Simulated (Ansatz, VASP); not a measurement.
**Si2Mo in VASP and in Ansatz**

```
CELL_PARAMETERS angstrom
-1.61060 1.61060 3.95653
1.61060 -1.61060 3.95653
1.61060 1.61060 -3.95653
ATOMIC_POSITIONS crystal
Mo 0.00000 0.00000 0.00000
Si 0.66700 0.66700 0.00000
Si 0.33300 0.33300 0.00000
```

Alike in both runs: task single point; functional r2SCAN; k mesh 12 × 12 × 12; occupations fermi-dirac, width 0.05 eV; no spin polarisation.

```csv
,VASP,Ansatz
version,VASP 6.6.1,Ansatz 0.2.0
potentials or method,"VASP PAW PBE potentials, release 64 (Mo_sv, Si)",Ansatz PAW
plane-wave cutoff (eV),520,500
valence electrons in the cell,22,22
```

VASP gave:

* gap on the k mesh at the Fermi level (eV): none
* pressure (GPa): -5.2
* traceless stress, the component that is largest in VASP (GPa): -2.18
* rms of the force components (eV/Å): 0.180

Question: What did Ansatz give for the same quantities?

Answer: gap on the k mesh at the Fermi level (eV): none; pressure (GPa): -5.5; traceless stress, the component that is largest in VASP (GPa): -2.16; rms of the force components (eV/Å): 0.184.

VASP's potentials were made for PBE, not for r2SCAN. Atom by atom the forces differ by 0.004 eV/Å (rms over components). A gap of «none» marks a metal or a gap that the smearing closes. The functional is the same, so the differences come from potentials, cutoffs and numerics.
